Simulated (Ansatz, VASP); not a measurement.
**BAs: VASP beside Ansatz**

The input INCAR:

```
PREC = Accurate ; ENCUT = 600
EDIFF = 1E-6 ; ISMEAR = 0
SIGMA = 0.02 ; LREAL = False
LASPH = True ; NELM = 80
ALGO = Normal ; ISIF = 3
LWAVE = False ; LCHARG = False
GGA = PE ; IBRION = 2
NSW = 100 ; EDIFFG = -0.01
```

KPOINTS

```
Automatic mesh
0
Gamma
  12 8 6
```

File POSCAR:

```
BAs
1.0
    3.2014820282      0.0000000000      0.0000000000
    0.0000000000      4.9075684720      0.0000000000
    0.0000000000      0.0000000000      7.0266860330
B As
2 2
Direct
    0.2500000000      0.5000000000      0.5616670183
    0.7500000000      0.5000000000      0.4383329817
    0.2500000000      0.5000000000      0.2586108651
    0.7500000000      0.5000000000      0.7413891349
```

Input for Ansatz:

```yaml
crystal:
  lattice:
    - [3.2014820282, 0.0, 0.0]
    - [0.0, 4.907568472, 0.0]
    - [0.0, 0.0, 7.026686033]
  atoms:
    - { symbol: B, position: [0.25, 0.5, 0.5616670183] }
    - { symbol: B, position: [0.75, 0.5, 0.4383329817] }
    - { symbol: As, position: [0.25, 0.5, 0.2586108651] }
    - { symbol: As, position: [0.75, 0.5, 0.7413891349] }
basis:
  ecutwfc: 420
kpoints:
  mp_grid: { grid: [12, 8, 6] }
hamiltonian:
  xc: pbe
scf:
  occupations: { method: gaussian, width: 0.02 }
output:
  forces: true
  stress: true
  eigenvalues: true
relax:
  adjacent_minimum: "off"
  f_tol: 0.01
  max_steps: 80
  cell: { stress_tol: 0.05 }
```

Alike in both runs: task relaxation of cell and atoms; functional PBE; k mesh 12 × 8 × 6; occupations gaussian, width 0.02 eV; no spin polarisation.

```csv
,VASP,Ansatz
version,VASP 6.6.1,Ansatz 0.2.0
potentials or method,"VASP PAW PBE potentials, release 64 (B, As), cutoff 600 eV","scalar-relativistic, plane waves, PAW"
valence electrons in the cell,16,36
```

|  | VASP | Ansatz | Ansatz less VASP |
| --- | --- | --- | --- |
| gap on the k mesh at the Fermi level, each at its own relaxed structure (eV) | 0.32 | 0.35 | +0.032 |
| relaxed volume (Å³/atom) | 30.78 | 31.09 | +0.308 |
| relaxed length of the cell vector where the two differ most in proportion (Å) | 7.307 | 7.408 | +0.1014 |

VASP's potentials hold 16 valence electrons a cell and Ansatz's 36, so a difference there can come from the potentials and not from the codes.
